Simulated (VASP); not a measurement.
Wanted: the native input for a VASP 6.6.1 run.

* Task: relaxation of the atoms
* Functional: r2SCAN
* Potentials or basis: VASP PAW PBE potentials, release 64 (Al, Pt)
* Cutoff: 520 eV
* k mesh: 10 × 10 × 10
* Occupations: fermi-dirac, width 0.1 eV
* Spin: no spin polarisation
* Dipole correction: no
* Further INCAR settings: ALGO = Normal; EDIFF = 1e-06; IBRION = 2; EDIFFG = -0.01; NSW = 50

Al2Pt:

```
Al Pt
1.0
     0.00000    2.97095    2.97095
     2.97095    0.00000    2.97095
     2.97095    2.97095    0.00000
Al Pt
2 1
Direct
  0.25000 0.25000 0.25000
  0.75000 0.75000 0.75000
  0.00000 0.00000 0.00000
```

The input as run:

POSCAR

```
Al2Pt
1.0
    0.0000000000      2.9709488900      2.9709488900
    2.9709488900      0.0000000000      2.9709488900
    2.9709488900      2.9709488900      0.0000000000
Al Pt
2 1
Direct
    0.2500000000      0.2500000000      0.2500000000
    0.7500000000      0.7500000000      0.7500000000
    0.0000000000      0.0000000000      0.0000000000
```

INCAR.step1

```
SYSTEM = Al2Pt
ALGO = Normal
EDIFF = 1E-4
ENCUT = 520
GGA = PE
ISMEAR = -1
LASPH = .TRUE.
LCHARG = .FALSE.
LREAL = .FALSE.
LWAVE = .TRUE.
NELM = 80
PREC = Accurate
SIGMA = 0.1
```

INCAR.step2

```
SYSTEM = Al2Pt
ALGO = Normal
EDIFF = 1E-6
EDIFFG = -0.01
ENCUT = 520
IBRION = 2
ISIF = 2
ISMEAR = -1
ISTART = 1
LASPH = .TRUE.
LCHARG = .FALSE.
LMIXTAU = .TRUE.
LREAL = .FALSE.
LWAVE = .FALSE.
METAGGA = R2SCAN
NELM = 80
NSW = 50
PREC = Accurate
SIGMA = 0.1
```

KPOINTS

```
k-points
0
G
  10 10 10
  0 0 0
```

Potentials or basis: VASP PAW PBE potentials, release 64 (Al, Pt).

Launch:

```console
$ cat potpaw_PBE.64/Al/POTCAR potpaw_PBE.64/Pt/POTCAR > POTCAR
$ cp INCAR.step1 INCAR
$ mpirun -np 1 vasp_std > vasp.out
$ cp INCAR.step2 INCAR
$ mpirun -np 1 vasp_std > vasp.out
```

Results of the run:

The pressure after relaxing is -2.8 GPa. The band gap on the k mesh is zero (bands 8 and 9 overlap by 5.64 eV).

Caveat: the relaxation stopped at its first step, so nothing moved; the PAW data sets were made with another functional, which shifts forces and pressure a little; spin-orbit coupling is left out, which moves the levels of the heavy elements.

Run time: 74 s on 1 thread of Intel(R) Xeon(R) Platinum 8175M CPU @ 2.50GHz (Skylake/Cascade Lake) (shared host), peak memory 0.2 GiB.
